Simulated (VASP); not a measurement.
Input of a VASP 6.6.1 run:

Contents of INCAR:

```
PREC = Accurate ; ENCUT = 520
EDIFF = 1E-7 ; ISMEAR = 0
SIGMA = 0.1 ; LREAL = F
LASPH = T ; NELM = 80
ALGO = Normal ; ISIF = 2
LWAVE = F ; LCHARG = T
GGA = PS ; LELF = T
LVHAR = T ; NBANDS = 25
```

Contents of KPOINTS:

```
regular mesh
0
Gamma
  8 8 8
```

Contents of POSCAR:

```
TeAs2
1.0
   -3.5564540000      3.5564540000      2.9405160000
    3.5564540000     -3.5564540000      2.9405160000
    3.5564540000      3.5564540000     -2.9405160000
Te As
2 4
Direct
    0.7500000000      0.2500000000      0.5000000000
    0.0000000000      0.0000000000      0.0000000000
    0.3750000000      0.6250000000      0.2500000000
    0.3750000000      0.1250000000      0.7500000000
    0.3750000000      0.6250000000      0.7500000000
    0.8750000000      0.6250000000      0.2500000000
```

Potentials or basis: VASP PAW PBE potentials, release 64 (Te, As).

Command:

```bash
$ cat potpaw_PBE.64/Te/POTCAR potpaw_PBE.64/As/POTCAR > POTCAR
$ mpirun -np 1 vasp_std > vasp.out
```

Predict the band gap on the k mesh.

zero (bands 16 and 17 overlap by 0.55 eV).

What does it give for the pressure?

-3.7 GPa.

Stress tensor (GPa, compression positive):
```
-3.27  0.00  0.00
 0.00 -3.27  0.00
 0.00  0.00 -4.51
```

Caveat: the cell stands under tension; the PAW data sets were made with another functional, which shifts forces and pressure a little; spin-orbit coupling is left out, which moves the levels of the heavy elements.
